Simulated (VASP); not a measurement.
# Mn3Sb (Fm-3m) in VASP: a series of runs

The runs below take Mn3Sb through single point, with PBEsol.

Everything below comes from runs of VASP 6.6.1. Logs are shortened: lines on timing, memory, paths and dates and some standing lists are left out, and cuts for length are marked.

## 1. The cell of the first run

It takes space group Fm-3m (No. 225, cubic). The conventional cell has a = 5.988 Å, b = 5.988 Å, c = 5.988 Å, α = 90.00°, β = 90.00°, γ = 90.00°. Mn (site symmetry -43m) has 4 Sb at 2.59 Å and 10 Mn at 2.59 to 2.99 Å within 3.4 Å. Mn (site symmetry m-3m) has 8 Mn at 2.59 Å and 6 Sb at 2.99 Å within 3.4 Å. Sb (site symmetry m-3m) has 14 Mn at 2.59 to 2.99 Å within 3.4 Å.

## 2. Single point, PBEsol, collinear spin, antiferromagnetic start

INCAR reads:

```
SYSTEM = Mn3Sb
  PREC = Accurate
  ENCUT = 520
  EDIFF = 1E-7
  ISMEAR = -1
  SIGMA = 0.1
  LREAL = .False.
  LASPH = .True.
  NELM = 150
  ALGO = Normal
  ISIF = 2
  LWAVE = .False.
  LCHARG = .True.
  ISPIN = 2
  MAGMOM = 3.2 -3.2 3.2 -3.2 3.2 -3.2 0 0
  LORBIT = 11
  LMAXMIX = 4
  GGA = PS
  LELF = .True.
  LVHAR = .True.
  NBANDS = 58
```

KPOINTS reads:

```
regular mesh
0
Gamma
  3 6 6
  0 0 0
```

POSCAR reads:

```
Mn3Sb
1.0
    0.0000000000      5.9882440000      5.9882440000
    2.9941220000      0.0000000000      2.9941220000
    2.9941220000      2.9941220000      0.0000000000
Mn Sb
6 2
Direct
    0.3750000000      0.7500000000      0.7500000000
    0.1250000000      0.2500000000      0.2500000000
    0.0000000000      0.0000000000      0.0000000000
    0.8750000000      0.7500000000      0.7500000000
    0.6250000000      0.2500000000      0.2500000000
    0.5000000000      0.0000000000      0.0000000000
    0.2500000000      0.5000000000      0.5000000000
    0.7500000000      0.5000000000      0.5000000000
```

Potentials or basis: VASP PAW PBE potentials, release 64 (Mn_pv, Sb).

Launch:

```sh
cat potpaw_PBE.64/Mn_pv/POTCAR potpaw_PBE.64/Sb/POTCAR > POTCAR
mpirun -np 1 vasp_std > vasp.out
```

OUTCAR:

```text
SYSTEM = Mn3Sb
   PREC = Accurate
   ENCUT = 520
   EDIFF = 1E-7
   ISMEAR = -1
   LREAL = .False.
   LASPH = .True.
   NELM = 150
   ISIF = 2
   ISPIN = 2
   LORBIT = 11
   GGA = PS

 ion  position               nearest neighbor table
   1  0.375  0.750  0.750-   7 2.59   3 2.59   8 2.59   6 2.59   7 2.59   7 2.59   6 2.59   6 2.59
                             5 2.99   2 2.99   2 2.99   5 2.99   2 2.99   5 2.99
   2  0.125  0.250  0.250-   3 2.59   6 2.59   8 2.59   7 2.59   7 2.59   3 2.59   7 2.59   3 2.59
                             4 2.99   4 2.99   1 2.99   4 2.99   1 2.99   1 2.99
   3  0.000  0.000  0.000-   4 2.59   1 2.59   5 2.59   2 2.59   4 2.59   4 2.59   2 2.59   2 2.59
                             7 2.99   8 2.99   8 2.99   7 2.99   8 2.99   7 2.99
   4  0.875  0.750  0.750-   8 2.59   6 2.59   7 2.59   3 2.59   3 2.59   8 2.59   3 2.59   8 2.59
                             5 2.99   5 2.99   2 2.99   2 2.99   5 2.99   2 2.99
   5  0.625  0.250  0.250-   6 2.59   3 2.59   7 2.59   8 2.59   6 2.59   8 2.59   8 2.59   6 2.59
                             4 2.99   1 2.99   1 2.99   4 2.99   1 2.99   4 2.99
   6  0.500  0.000  0.000-   1 2.59   2 2.59   4 2.59   5 2.59   1 2.59   5 2.59   5 2.59   1 2.59
                             7 2.99   8 2.99   7 2.99   7 2.99   8 2.99   8 2.99
   7  0.250  0.500  0.500-   2 2.59   4 2.59   5 2.59   1 2.59   2 2.59   1 2.59   1 2.59   2 2.59
                             3 2.99   6 2.99   3 2.99   3 2.99   6 2.99   6 2.99
   8  0.750  0.500  0.500-   5 2.59   1 2.59   2 2.59   4 2.59   4 2.59   5 2.59   4 2.59   5 2.59
                             6 2.99   6 2.99   3 2.99   3 2.99   6 2.99   3 2.99

  LATTYP: Found a trigonal (rhomboedric) cell.
 ALAT       =     7.3340711276
 COS(alpha) =     0.8333333333

  Lattice vectors:

 A1 = (   2.9941220000,  -2.9941220000,  -5.9882440000)
 A2 = (   5.9882440000,  -2.9941220000,  -2.9941220000)
 A3 = (   2.9941220000,  -5.9882440000,  -2.9941220000)

Analysis of symmetry for initial positions (statically):
=====================================================================
 Subroutine PRICEL returns following result:

  LATTYP: Found a face centered cubic cell.
 ALAT       =     5.9882440000
[... 12 lines left out ...]
 Subroutine GETGRP returns: Found 12 space group operations
 (whereof 12 operations were pure point group operations)
 out of a pool of 12 trial point group operations.

The static configuration has the point symmetry D_3d.

Analysis of symmetry for dynamics (positions and initial velocities):
=====================================================================
 Subroutine PRICEL returns following result:

  LATTYP: Found a face centered cubic cell.
 ALAT       =     5.9882440000
[... 12 lines left out ...]
 Subroutine GETGRP returns: Found 12 space group operations
 (whereof 12 operations were pure point group operations)
 out of a pool of 12 trial point group operations.

The dynamic configuration has the point symmetry D_3d.

Analysis of structural, dynamic, and magnetic symmetry:
=====================================================================
 Subroutine PRICEL returns following result:

  LATTYP: Found a face centered cubic cell.
 ALAT       =     5.9882440000
[... 12 lines left out ...]
 Subroutine GETGRP returns: Found 12 space group operations
 (whereof 12 operations were pure point group operations)
 out of a pool of 12 trial point group operations.

The overall configuration has the point symmetry D_3d.

 Subroutine INISYM returns: Found 12 space group operations
 (whereof 12 operations are pure point group operations),
 and found     2 'primitive' translations

----------------------------------------------------------------------------------------

                                     Primitive cell

  volume of cell :      53.6832

  direct lattice vectors                    reciprocal lattice vectors
     0.000000000  2.994122000  2.994122000    -0.166993863  0.166993863  0.166993863
     2.994122000  0.000000000  2.994122000     0.166993863 -0.166993863  0.166993863
     2.994122000  2.994122000  0.000000000     0.166993863  0.166993863 -0.166993863

  length of vectors
     4.234327940  4.234327940  4.234327940     0.289241856  0.289241856  0.289241856

  position of ions in fractional coordinates (direct lattice)
     0.750000000  0.750000000  0.750000000
     0.250000000  0.250000000  0.250000000
     0.000000000  0.000000000  0.000000000
     0.500000000  0.500000000  0.500000000

  ion indices of the primitive-cell ions
   primitive index   ion index
[... 78 lines left out ...]
   ISTART =      0    job   : 0-new  1-cont  2-samecut
   ICHARG =      2    charge: 1-file 2-atom 10-const
   ISPIN  =      2    spin polarized calculation?
   LNONCOLLINEAR =      F non collinear calculations
   LSORBIT =      F    spin-orbit coupling
   LASPH  =      T    aspherical Exc in radial PAW
   ENCUT  =  520.0 eV  38.22 Ry    6.18 a.u.  15.75  7.87  7.87*2*pi/ulx,y,z
   NELM   =    150;   NELMIN=  2; NELMDL= -5     # of ELM steps
   EDIFF  = 0.1E-06   stopping-criterion for ELM
   LREAL  =      F    real-space projection
   EDIFFG = 0.1E-05   stopping-criterion for IOM
   NSW    =      0    number of steps for IOM
   IBRION =     -1    ionic relax: 0-MD 1-quasi-New 2-CG
   NFREE  =      0    steps in history (QN), initial steepest desc. (CG)
   ISIF   =      2    stress and relaxation
   ISYM   =      2    0-nonsym 1-usesym 2-fastsym
   POTIM  = 0.5000    time-step for ionic-motion
   TEBEG  =    0.0;   TEEND  =   0.0 temperature during run
   PSTRESS=    0.0 pullay stress
   NELECT =      88.0000    total number of electrons
   NUPDOWN=      -1.0000    fix difference up-down
   EMIN   =  10.00;   EMAX   =-10.00  energy-range for DOS
   EFERMI =   0.00;   METHOD = LEGACY
   ISMEAR =    -1;   SIGMA  =   0.10  broadening in eV -4-tet -1-fermi 0-gaus
   EFERMI_NEDOS =   21; number of points for ismear=-14 and -15
   IALGO  =     38    algorithm
   IMIX   =      4    mixing-type and parameters
     AMIX     =   0.40;   BMIX     =  1.00
     AMIX_MAG =   1.60;   BMIX_MAG =  1.00
  volume/ion in A,a.u.               =      13.42        90.57
  Fermi-wavevector in a.u.,A,eV,Ry     =   1.532073  2.895199 31.936259  2.347249
  Thomas-Fermi vector in A             =   2.639330
   LORBIT       =     11    0 simple, 1 ext, 2 COOP (PROOUT), +10 PAW based schemes
   GGA     = PS    functional components
   LHFCALC =     F    Hartree Fock is set to
   AEXX    =    0.0000 exact exchange contribution
   IVDW    =     0    specifies the selected vdW correction
   LEPSILON=     F    determine dielectric tensor
   LRPA    =     F    only Hartree local field effects (RPA)
 spin polarized calculation
  energy-cutoff  :      520.00
  volume of cell :      107.37
 maximum number of plane-waves:      2917
   NGX = 31   NGY = 15   NGZ = 15

 number of electron      87.9999913 magnetization       0.0000000

 number of electron      87.9999913 magnetization      -0.0000000

 Free energy of the ion-electron system (eV)
  ---------------------------------------------------
  ext. energy  EPLUGINS =         0.00000000
  ---------------------------------------------------
  free energy    TOTEN  =       -66.66141149 eV

  energy without entropy =      -66.43452853  energy(sigma->0) =      -66.54797001

 E-fermi :  11.0088     XC(G=0): -13.0610

 val. band max:       10.9634793882   @ k =   0.3333   0.0000   0.0000
 cond. band min:      11.0121924288   @ k =   0.3333   0.5000   0.0000
 fundamental gap:      0.0487130405
 Fermi energy:        11.0087856188

 spin component 1

 k-point     1 :       0.0000    0.0000    0.0000
  band No.  band energies     occupation
      1     -38.2720      1.00000
      2     -38.2720      1.00000
      3     -38.2443      1.00000
      4     -36.7373      1.00000
      5     -36.7373      1.00000
      6     -36.7205      1.00000
[... 933 lines left out ...]
     55      12.4737      0.00000
     56      12.5481      0.00000
 Fermi energy:        11.0087856188

 spin component 2

 k-point     1 :       0.0000    0.0000    0.0000
  band No.  band energies     occupation
      1     -38.2720      1.00000
      2     -38.2720      1.00000
      3     -38.2443      1.00000
      4     -36.7373      1.00000
      5     -36.7373      1.00000
      6     -36.7205      1.00000
[... 933 lines left out ...]
     55      12.4737      0.00000
     56      12.5481      0.00000
 [bands above 56 left out]

------------------------ aborting loop because EDIFF is reached ----------------------------------------

  FORCE on cell =-STRESS in cart. coord.  units (eV):
  Direction    XX          YY          ZZ          XY          YZ          ZX
  --------------------------------------------------------------------------------------
  -------------------------------------------------------------------------------------
  Total       -6.3372802     -6.3372802     -6.3372802      0.2480754     -0.2480754      0.2480754
  in kB      -94.5681778    -94.5681778    -94.5681778      3.7019103     -3.7019103      3.7019103
  external PRESSURE =     -94.5681778 kB  Pullay stress =       0.0000000 kB

 VOLUME and BASIS-vectors are now :
 -----------------------------------------------------------------------------
  energy-cutoff  :      520.00
  volume of cell :      107.37
      direct lattice vectors                 reciprocal lattice vectors
     0.000000000  5.988244000  5.988244000    -0.083496932  0.083496932  0.083496932
     2.994122000  0.000000000  2.994122000     0.166993863 -0.166993863  0.166993863
     2.994122000  2.994122000  0.000000000     0.166993863  0.166993863 -0.166993863

 POSITION                                       TOTAL-FORCE (eV/Angst)
 -----------------------------------------------------------------------------------
      4.49118      4.49118      4.49118         0.008002     -0.008002     -0.008002
      1.49706      1.49706      1.49706        -0.008002      0.008002      0.008002
      0.00000      0.00000      0.00000         0.000000      0.000000      0.000000
      4.49118      7.48530      7.48530         0.008002     -0.008002     -0.008002
      1.49706      4.49118      4.49118        -0.008002      0.008002      0.008002
      0.00000      2.99412      2.99412         0.000000      0.000000      0.000000
      2.99412      2.99412      2.99412         0.000000      0.000000      0.000000
      2.99412      5.98824      5.98824         0.000000      0.000000      0.000000
 -----------------------------------------------------------------------------------
    total drift:                                0.000000      0.000000     -0.000000

  FREE ENERGIE OF THE ION-ELECTRON SYSTEM (eV)
  ---------------------------------------------------
  free  energy   TOTEN  =       -66.6614114875 eV

  energy  without entropy=      -66.4345285292  energy(sigma->0) =      -66.54797001

 total charge

# of ion       s       p       d       tot
------------------------------------------
    1        0.299   6.295   5.288  11.882
    2        0.299   6.295   5.288  11.882
    3        0.335   6.295   5.063  11.693
    4        0.299   6.295   5.288  11.882
    5        0.299   6.295   5.288  11.882
    6        0.335   6.295   5.063  11.693
    7        1.053   1.359   0.144   2.556
    8        1.053   1.359   0.144   2.556
--------------------------------------------------
tot          3.971  40.490  31.567  76.027

 magnetization (x)

# of ion       s       p       d       tot
------------------------------------------
    1        0.004   0.006   0.278   0.288
    2       -0.004  -0.006  -0.278  -0.288
    3        0.021   0.026   2.637   2.684
    4       -0.004  -0.006  -0.278  -0.288
    5        0.004   0.006   0.278   0.288
    6       -0.021  -0.026  -2.637  -2.684
    7        0.000   0.000   0.000   0.000
    8        0.000   0.000   0.000   0.000
--------------------------------------------------
tot          0.000   0.000   0.000   0.000
```

Run time: 8.1 min. Hardware: 1 thread of Oxide Virtual Turin-like, shared host; peak memory 0.34 GiB.

What came out:

```yaml
Free_energy: -66.6614 eV
Pressure: -9.5 GPa
Band_gap_on_the_k_mesh: zero (filled and empty bands overlap)
Net_moment: 0.00 μB per cell
Site_moments: Mn +0.29, -0.29, +2.68, -2.68 (each value once); Sb +0.00 μB
Valence_electrons_inside_the_program's_atomic_spheres: Mn 11.88, 11.69 (each value once); Sb 2.56
```

Levels at points of the mesh, in eV from the Fermi level:
Spin up:
```csv
k point,band 40,band 41,band 42,band 43,band 44,band 45,band 46,band 47,band 48,band 49
"(0.00, 0.00, 0.00)",-0.66,-0.66,0.13,0.21,0.21,0.46,0.46,0.73,0.73,0.75
"(0.00, 0.50, 0.00)",-0.91,-0.81,-0.76,-0.68,-0.07,0.06,0.13,0.21,0.67,0.77
```
Spin down:
| k point | band 41 | band 42 | band 43 | band 44 | band 45 | band 46 | band 47 | band 48 |
| --- | --- | --- | --- | --- | --- | --- | --- | --- |
| (0.00, 0.00, 0.00) | -0.66 | 0.13 | 0.21 | 0.21 | 0.46 | 0.46 | 0.73 | 0.73 |
| (0.00, 0.50, 0.00) | -0.81 | -0.76 | -0.68 | -0.07 | 0.06 | 0.13 | 0.21 | 0.67 |

Caveat: the cell stands under tension; the antiferromagnetic order is the one typed at the start, and another may lie lower; the PAW data sets were made with another functional, which shifts forces and pressure a little; spin-orbit coupling is left out, which moves the levels of the heavy elements.

## 3. Single point, PBEsol, collinear spin, ferrimagnetic start

INCAR reads:

```
PREC = Accurate
ENCUT = 520
EDIFF = 1E-7
ISMEAR = -1
SIGMA = 0.1
LREAL = F
LASPH = T
NELM = 150
ALGO = Normal
ISIF = 2
LWAVE = F
LCHARG = F
ISPIN = 2
MAGMOM = 3.2 3.2 3.2 3.2 3.2 -3.2 0 0
LORBIT = 11
LMAXMIX = 4
GGA = PS
NBANDS = 58
```

KPOINTS reads:

```
Automatic mesh
0
Gamma
  3 6 6
```

POSCAR is that of step 2.

Potentials or basis: VASP PAW PBE potentials, release 64 (Mn_pv, Sb).

Launch:

```sh
cat potpaw_PBE.64/Mn_pv/POTCAR potpaw_PBE.64/Sb/POTCAR > POTCAR
mpirun -np 1 vasp_std > vasp.out
```

Wall time 14 min (1 thread of Oxide Virtual Turin-like, shared host); peak memory 0.34 GiB.

It converged, with:

```
Free energy                                           : -66.6614 eV
Pressure                                              : -9.4 GPa
Band gap on the k mesh                                : zero (filled and empty bands overlap)
Net moment                                            : 0.00 μB per cell
Site moments                                          : Mn +0.29, -0.29, +2.68, -2.68 (each value once); Sb -0.00 μB
Valence electrons inside the program's atomic spheres : Mn 11.88, 11.69 (each value once); Sb 2.56
```

Stress tensor (GPa, compression positive):
```
-9.43  0.37  0.37
 0.37 -9.43 -0.37
 0.37 -0.37 -9.43
```

Levels at points of the mesh, in eV from the Fermi level:
Spin up:
```tsv
k point	band 41	band 42	band 43	band 44	band 45	band 46	band 47	band 48
(0.00, 0.00, 0.00)	-0.66	0.13	0.21	0.21	0.46	0.46	0.73	0.73
(0.00, 0.50, 0.00)	-0.81	-0.76	-0.68	-0.07	0.06	0.13	0.21	0.67
```
Spin down:
```tsv
k point	band 40	band 41	band 42	band 43	band 44	band 45	band 46	band 47	band 48	band 49
(0.00, 0.00, 0.00)	-0.66	-0.66	0.13	0.21	0.21	0.46	0.46	0.73	0.73	0.75
(0.00, 0.50, 0.00)	-0.91	-0.81	-0.76	-0.68	-0.07	0.06	0.13	0.21	0.67	0.77
```

Caveat: the cell stands under tension; the PAW data sets were made with another functional, which shifts forces and pressure a little; spin-orbit coupling is left out, which moves the levels of the heavy elements.

The gap in the log of VASP goes by the Fermi energy; the results here count the filled bands.